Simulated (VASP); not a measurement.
A run of VASP 6.6.1:

Contents of POSCAR:

```
CsI
1.0
    4.6081171041      0.0000000000      0.0000000000
    0.0000000000      4.6081171041      0.0000000000
    0.0000000000      0.0000000000      4.6081171041
Cs I
1 1
Direct
    0.0000000000      0.0000000000      0.0000000000
    0.5000000000      0.5000000000      0.5000000000
```

The input INCAR.step1:

```
ALGO     = Normal         # electronic algorithm
EDIFF    = 1E-5           # SCF threshold, eV
ENCUT    = 440            # plane-wave cutoff, eV
GGA      = PE             # functional
GGA_COMPAT= False        
ISIF     = 2              # what is computed and relaxed
ISMEAR   = 0              # smearing method
LASPH    = True           # aspherical terms in the spheres
LCHARG   = False          # write CHGCAR
LREAL    = False          # projectors in reciprocal space
LWAVE    = True           # write WAVECAR
NBANDS   = 15             # bands
NELM     = 120            # most SCF steps
PREC     = Accurate       # precision mode
SIGMA    = 0.01           # smearing width, eV
```

The input INCAR.step2:

```
AEXX     = 0.25           # exact-exchange fraction
ALGO     = Normal         # electronic algorithm
EDIFF    = 1E-6           # SCF threshold, eV
ENCUT    = 440            # plane-wave cutoff, eV
GGA_COMPAT= False        
ISIF     = 2              # what is computed and relaxed
ISMEAR   = 0              # smearing method
ISTART   = 1            
LASPH    = True           # aspherical terms in the spheres
LCHARG   = False          # write CHGCAR
LHFCALC  = True           # exact exchange
LMIXTAU  = True         
LREAL    = False          # projectors in reciprocal space
LWAVE    = False          # write WAVECAR
METAGGA  = R2SCAN         # meta-GGA
NBANDS   = 15             # bands
NELM     = 120            # most SCF steps
PREC     = Accurate       # precision mode
PRECFOCK = Normal       
SIGMA    = 0.01           # smearing width, eV
```

KPOINTS

```
k-points
0
Gamma
  4 4 4
```

Potentials or basis: VASP PAW PBE potentials, release 64 (Cs_sv, I).

The run is started by

```console
$ cat potpaw_PBE.64/Cs_sv/POTCAR potpaw_PBE.64/I/POTCAR > POTCAR
$ cp INCAR.step1 INCAR
$ mpirun -np 1 vasp_std > vasp.out
$ cp INCAR.step2 INCAR
$ mpirun -np 1 vasp_std > vasp.out
```

Hardware: 1 thread of Intel(R) Xeon(R) Platinum 8375C CPU @ 2.90GHz (Ice Lake) (shared host).

Q: How long does it take, and how much memory?

A: It took 5.6 min on 1 thread of Intel(R) Xeon(R) Platinum 8375C CPU @ 2.90GHz (Ice Lake) (shared host), peak memory 0.2 GiB. Counts: k points 10.
